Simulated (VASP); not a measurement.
# C (Fd-3m) in VASP: further runs

Aim: see how the results for C move with the level of theory and the settings. Levels: PBE, r2SCAN. Tasks: single point, relaxation of cell and atoms.

All numbers are computed with VASP 6.6.1; they aren't measurements. Logs are shortened: lines on timing, memory, paths and dates and some standing lists are left out, and cuts for length are marked.

## Step 1: The cell of the first run

It takes space group Fd-3m (No. 227, cubic). The conventional cell has a = 3.572 Å, b = 3.572 Å, c = 3.572 Å, α = 90.00°, β = 90.00°, γ = 90.00°. Within 2.1 Å of C (site symmetry -43m) lie 4 C at 1.55 Å.

## Step 2: Single point, PBE

INCAR reads:

```
PREC = Accurate
ENCUT = 520
EDIFF = 1E-6
ISMEAR = -1
SIGMA = 0.01
LREAL = False
LASPH = True
NELM = 100
ALGO = Normal
ISIF = 2
LWAVE = False
LCHARG = False
GGA = PE
NBANDS = 11
```

KPOINTS reads:

```
regular mesh
0
Gamma
  13 13 13
```

POSCAR reads:

```
C
1.0
    0.0000000000      1.7857700261      1.7857700261
    1.7857700261      0.0000000000      1.7857700261
    1.7857700261      1.7857700261      0.0000000000
C
2
Direct
    0.0000000000      0.0000000000      0.0000000000
    0.2500000000      0.2500000000      0.2500000000
```

Potentials or basis: VASP PAW PBE potentials, release 64 (C).

On the command line:

```console
> cat potpaw_PBE.64/C/POTCAR > POTCAR
> mpirun -np 1 vasp_std > vasp.out
```

OUTCAR:

```text
PREC = Accurate
   ENCUT = 520
   EDIFF = 1E-6
   ISMEAR = -1
   LREAL = False
   LASPH = True
   NELM = 100
   ISIF = 2
   GGA = PE

 ion  position               nearest neighbor table
   1  0.000  0.000  0.000-   2 1.55   2 1.55   2 1.55   2 1.55
   2  0.250  0.250  0.250-   1 1.55   1 1.55   1 1.55   1 1.55

  LATTYP: Found a face centered cubic cell.
 ALAT       =     3.5715400522

  Lattice vectors:

 A1 = (   0.0000000000,   1.7857700261,   1.7857700261)
 A2 = (   1.7857700261,   0.0000000000,   1.7857700261)
 A3 = (   1.7857700261,   1.7857700261,   0.0000000000)

Analysis of symmetry for initial positions (statically):
=====================================================================
 Subroutine PRICEL returns:
 Original cell was already a primitive cell.

 Routine SETGRP: Setting up the symmetry group for a
 face centered cubic supercell.

 Subroutine GETGRP returns: Found 48 space group operations
 (whereof 24 operations were pure point group operations)
 out of a pool of 48 trial point group operations.

The static configuration has the point symmetry T_d .
 The point group associated with its full space group is O_h .

Analysis of symmetry for dynamics (positions and initial velocities):
=====================================================================
 Subroutine PRICEL returns:
 Original cell was already a primitive cell.

 Routine SETGRP: Setting up the symmetry group for a
 face centered cubic supercell.

 Subroutine GETGRP returns: Found 48 space group operations
 (whereof 24 operations were pure point group operations)
 out of a pool of 48 trial point group operations.

The dynamic configuration has the point symmetry T_d .
 The point group associated with its full space group is O_h .

 Subroutine INISYM returns: Found 48 space group operations
 (whereof 24 operations are pure point group operations),
 and found     1 'primitive' translations

----------------------------------------------------------------------------------------

                                     Primitive cell

  volume of cell :      11.3896

  direct lattice vectors                    reciprocal lattice vectors
     0.000000000  1.785770026  1.785770026    -0.279991260  0.279991260  0.279991260
     1.785770026  0.000000000  1.785770026     0.279991260 -0.279991260  0.279991260
     1.785770026  1.785770026  0.000000000     0.279991260  0.279991260 -0.279991260

  length of vectors
     2.525460190  2.525460190  2.525460190     0.484959088  0.484959088  0.484959088

  position of ions in fractional coordinates (direct lattice)
     0.000000000  0.000000000  0.000000000
     0.250000000  0.250000000  0.250000000

  ion indices of the primitive-cell ions
   primitive index   ion index
                 1           1
                 2           2

----------------------------------------------------------------------------------------

 KPOINTS: regular mesh

Automatic generation of k-mesh.
 Grid dimensions read from file:
 generate k-points for:   13   13   13

 Generating k-lattice:

  Cartesian coordinates                     Fractional coordinates (reciprocal lattice)
    -0.021537789  0.021537789  0.021537789     0.076923077  0.000000000  0.000000000
     0.021537789 -0.021537789  0.021537789     0.000000000  0.076923077  0.000000000
     0.021537789  0.021537789 -0.021537789     0.000000000  0.000000000  0.076923077

  Length of vectors
     0.037304545  0.037304545  0.037304545

  Shift w.r.t. Gamma in fractional coordinates (k-lattice)
     0.000000000  0.000000000  0.000000000

 Subroutine IBZKPT returns following result:
 ===========================================

 Found     84 irreducible k-points:

 Following reciprocal coordinates:
            Coordinates               Weight
  0.000000  0.000000  0.000000      1.000000
  0.076923  0.000000  0.000000      8.000000
  0.153846  0.000000  0.000000      8.000000
  0.230769  0.000000  0.000000      8.000000
  0.307692  0.000000  0.000000      8.000000
  0.384615  0.000000  0.000000      8.000000
[... 16 lines left out ...]
  0.384615  0.153846  0.000000     24.000000
  0.461538  0.153846  0.000000     24.000000
 [... further k-points ...]
   k-points           NKPTS =     84   k-points in BZ     NKDIM =     84   number of bands    NBANDS=     11
   number of dos      NEDOS =    301   number of ions     NIONS =      2
   total plane-waves  NPLWV =   8000
   dimension x,y,z NGX =    20 NGY =   20 NGZ =   20
   dimension x,y,z NGXF=    40 NGYF=   40 NGZF=   40
   ions per type =               2
   NGX,Y,Z   is equivalent  to a cutoff of  13.17, 13.17, 13.17 a.u.
   NGXF,Y,Z  is equivalent  to a cutoff of  26.33, 26.33, 26.33 a.u.
 SYSTEM =  unknown system
   PREC   = accura    normal or accurate (medium, high low for compatibility)
   ISTART =      0    job   : 0-new  1-cont  2-samecut
   ICHARG =      2    charge: 1-file 2-atom 10-const
   ISPIN  =      1    spin polarized calculation?
   LNONCOLLINEAR =      F non collinear calculations
   LSORBIT =      F    spin-orbit coupling
   LASPH  =      T    aspherical Exc in radial PAW
   ENCUT  =  520.0 eV  38.22 Ry    6.18 a.u.   4.70  4.70  4.70*2*pi/ulx,y,z
   NELM   =    100;   NELMIN=  2; NELMDL= -5     # of ELM steps
   EDIFF  = 0.1E-05   stopping-criterion for ELM
   LREAL  =      F    real-space projection
   EDIFFG = 0.1E-04   stopping-criterion for IOM
   NSW    =      0    number of steps for IOM
   IBRION =     -1    ionic relax: 0-MD 1-quasi-New 2-CG
   NFREE  =      0    steps in history (QN), initial steepest desc. (CG)
   ISIF   =      2    stress and relaxation
   ISYM   =      2    0-nonsym 1-usesym 2-fastsym
   POTIM  = 0.5000    time-step for ionic-motion
   TEBEG  =    0.0;   TEEND  =   0.0 temperature during run
   PSTRESS=    0.0 pullay stress
   NELECT =       8.0000    total number of electrons
   NUPDOWN=      -1.0000    fix difference up-down
   EMIN   =  10.00;   EMAX   =-10.00  energy-range for DOS
   EFERMI =   0.00;   METHOD = LEGACY
   ISMEAR =    -1;   SIGMA  =   0.01  broadening in eV -4-tet -1-fermi 0-gaus
   EFERMI_NEDOS =   21; number of points for ismear=-14 and -15
   IALGO  =     38    algorithm
   IMIX   =      4    mixing-type and parameters
     AMIX     =   0.40;   BMIX     =  1.00
     AMIX_MAG =   1.60;   BMIX_MAG =  1.00
  volume/ion in A,a.u.               =       5.69        38.43
  Fermi-wavevector in a.u.,A,eV,Ry     =   1.455244  2.750013 28.813555  2.117737
  Thomas-Fermi vector in A             =   2.572302
   LORBIT       =      0    0 simple, 1 ext, 2 COOP (PROOUT), +10 PAW based schemes
   GGA     = PE    functional components
   LHFCALC =     F    Hartree Fock is set to
   AEXX    =    0.0000 exact exchange contribution
   IVDW    =     0    specifies the selected vdW correction
   LEPSILON=     F    determine dielectric tensor
   LRPA    =     F    only Hartree local field effects (RPA)
 non-spin polarized calculation
  energy-cutoff  :      520.00
  volume of cell :       11.39
 maximum number of plane-waves:       331
   NGX =  9   NGY =  9   NGZ =  9

 number of electron       7.9999999 magnetization

 Free energy of the ion-electron system (eV)
  ---------------------------------------------------
  ext. energy  EPLUGINS =         0.00000000
  ---------------------------------------------------
  free energy    TOTEN  =       -18.18578267 eV

  energy without entropy =      -18.18578267  energy(sigma->0) =      -18.18578267

 E-fermi :  10.0351     XC(G=0): -13.2307

 val. band max:        9.6716224092   @ k =   0.0000   0.0000   0.0000
 cond. band min:      13.8048931350   @ k =   0.3846   0.3846   0.0000
 fundamental gap:      4.1332707258
 Fermi energy:        10.0350866165

 k-point     1 :       0.0000    0.0000    0.0000
  band No.  band energies     occupation
      1     -11.7514      2.00000
      2       9.6716      2.00000
      3       9.6716      2.00000
      4       9.6716      2.00000
      5      15.2506      0.00000
      6      15.2506      0.00000
      7      15.2506      0.00000
      8      22.9113      0.00000
      9      28.9140      0.00000
     10      36.1620      0.00000
     11      36.1620      0.00000

 k-point     2 :       0.0769    0.0000    0.0000
  band No.  band energies     occupation
      1     -11.5879      2.00000
      2       8.6100      2.00000
      3       9.3943      2.00000
      4       9.3943      2.00000
      5      15.6140      0.00000
      6      15.6140      0.00000
      7      15.8751      0.00000
      8      23.0548      0.00000
      9      29.1899      0.00000
     10      34.2074      0.00000
     11      34.2074      0.00000

 k-point     3 :       0.1538    0.0000    0.0000
  band No.  band energies     occupation
      1     -11.0992      2.00000
      2       6.3485      2.00000
      3       8.7683      2.00000
      4       8.7683      2.00000
      5      16.4382      0.00000
      6      16.4382      0.00000
      7      16.8911      0.00000
      8      23.4716      0.00000
      9      29.8036      0.00000
     10      32.6269      0.00000
     11      32.6269      0.00000

 k-point     4 :       0.2308    0.0000    0.0000
  band No.  band energies     occupation
      1     -10.2912      2.00000
      2       3.7558      2.00000
      3       8.0898      2.00000
      4       8.0898      2.00000
      5      17.2718      0.00000
      6      17.2718      0.00000
      7      17.6422      0.00000
      8      24.0803      0.00000
      9      30.2671      0.00000
     10      32.0183      0.00000
     11      32.0183      0.00000

 k-point     5 :       0.3077    0.0000    0.0000
  band No.  band energies     occupation
      1      -9.1777      2.00000
      2       1.1627      2.00000
      3       7.5163      2.00000
      4       7.5164      2.00000
      5      17.8220      0.00000
      6      17.8221      0.00000
      7      18.0940      0.00000
      8      24.7005      0.00000
      9      30.4791      0.00000
     10      32.4876      0.00000
     11      32.4876      0.00000
[... 211 lines left out ...]
 k-point    21 :       0.2308    0.1538    0.0000
  band No.  band energies     occupation
      1     -10.2894      2.00000
      2       5.4802      2.00000
      3       6.6517      2.00000
      4       7.3587      2.00000
      5      14.8754      0.00000
      6      19.3086      0.00000
      7      19.3529      0.00000
      8      21.9453      0.00000
      9      29.5089      0.00000
     10      30.8775      0.00000
     11      36.5842      0.00000

 k-point    22 :       0.3077    0.1538    0.0000
  band No.  band energies     occupation
      1      -9.3833      2.00000
      2       3.1091      2.00000
      3       6.1192      2.00000
      4       6.7108      2.00000
      5      15.6208      0.00000
      6      19.9833      0.00000
      7      20.0879      0.00000
      8      21.7310      0.00000
      9      30.2076      0.00000
     10      31.1867      0.00000
     11      36.2309      0.00000

 k-point    23 :       0.3846    0.1538    0.0000
  band No.  band energies     occupation
      1      -8.1839      2.00000
      2       0.7009      2.00000
      3       5.8243      2.00000
      4       5.9465      2.00000
      5      16.3066      0.00000
      6      20.3510      0.00000
      7      20.3538      0.00000
      8      22.2952      0.00000
      9      30.8487      0.00000
     10      31.5371      0.00000
     11      36.5986      0.00000

 k-point    24 :       0.4615    0.1538    0.0000
  band No.  band energies     occupation
      1      -6.7539      2.00000
      2      -1.5330      2.00000
      3       5.2534      2.00000
      4       5.7851      2.00000
      5      16.7390      0.00000
      6      20.2286      0.00000
      7      20.5143      0.00000
      8      23.5516      0.00000
      9      30.2304      0.00000
     10      32.8851      0.00000
     11      36.6853      0.00000

 [... further k-points ...]
[... 5 lines left out ...]
  --------------------------------------------------------------------------------------
  -------------------------------------------------------------------------------------
  Total        0.0482671      0.0482671      0.0482671     -0.0000000      0.0000000     -0.0000000
  in kB        6.7897786      6.7897786      6.7897786     -0.0000000      0.0000000     -0.0000000
  external PRESSURE =       6.7897786 kB  Pullay stress =       0.0000000 kB

 VOLUME and BASIS-vectors are now :
 -----------------------------------------------------------------------------
  energy-cutoff  :      520.00
  volume of cell :       11.39
      direct lattice vectors                 reciprocal lattice vectors
     0.000000000  1.785770026  1.785770026    -0.279991260  0.279991260  0.279991260
     1.785770026  0.000000000  1.785770026     0.279991260 -0.279991260  0.279991260
     1.785770026  1.785770026  0.000000000     0.279991260  0.279991260 -0.279991260

 POSITION                                       TOTAL-FORCE (eV/Angst)
 -----------------------------------------------------------------------------------
      0.00000      0.00000      0.00000         0.000000      0.000000      0.000000
      0.89289      0.89289      0.89289        -0.000000     -0.000000     -0.000000
 -----------------------------------------------------------------------------------
    total drift:                                0.000000      0.000000      0.000000

  FREE ENERGIE OF THE ION-ELECTRON SYSTEM (eV)
  ---------------------------------------------------
  free  energy   TOTEN  =       -18.1857826707 eV

  energy  without entropy=      -18.1857826707  energy(sigma->0) =      -18.18578267
```

Run time: 4.3 s. Hardware: 1 thread of Intel Xeon 6975P-C (Granite Rapids), shared host; peak memory 0.12 GiB.

What came out:

```yaml
Free_energy: -18.1858 eV
Pressure: 0.7 GPa
Band_gap_on_the_k_mesh: 4.13 eV, indirect (least direct gap 5.58 eV)
```

[end of part 1 of 2]
